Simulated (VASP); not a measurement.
Here is a VASP 6.6.1 calculation.

File INCAR:

```
  PREC = Accurate
  ENCUT = 520
  EDIFF = 1E-6
  ISMEAR = 0
  SIGMA = 0.05
  LREAL = F
  LASPH = T
  NELM = 60
  ALGO = Normal
  ISIF = 2
  LWAVE = F
  LCHARG = F
  GGA = PS
  NBANDS = 24
```

File KPOINTS:

```
Automatic mesh
0
Gamma
  6 6 6
```

The input POSCAR:

```
KMgF3
1.0
    3.9859000000      0.0000000000      0.0000000000
    0.0000000000      3.9859000000      0.0000000000
    0.0000000000      0.0000000000      3.9859000000
K Mg F
1 1 3
Direct
    0.5000000000      0.5000000000      0.5000000000
    0.0000000000      0.0000000000      0.0000000000
    0.5000000000      0.0443505094      0.0443505094
    0.0000000000      0.5443505094      0.0443505094
    0.0000000000      0.0443505094      0.5443505094
```

Potentials or basis: VASP PAW PBE potentials, release 64 (K_sv, Mg, F).

Command:

```console
$ cat potpaw_PBE.64/K_sv/POTCAR potpaw_PBE.64/Mg/POTCAR potpaw_PBE.64/F/POTCAR > POTCAR
$ mpirun -np 1 vasp_std > vasp.out
```

Question: Predict the largest force.

Answer: 2.236 eV/Å.

Question: What does it give for the band gap on the k mesh?

Answer: 7.09 eV (least direct gap 7.42 eV).

Forces in eV/Å, atoms in the order of the input:
```
K    0.000  0.218  0.218
Mg   0.000  1.581  1.581
F    0.000 -0.259 -0.259
F    0.000 -1.418 -0.123
F    0.000 -0.123 -1.418
```

Caveat: the cell differs from its parent crystal (all F atoms moved -0.250 Å, as atom 3 towards its neighbour atom 1 (K) at 2.818 Å); the PAW data sets were made with another functional, which shifts forces and pressure a little. A k mesh can miss the band edges.
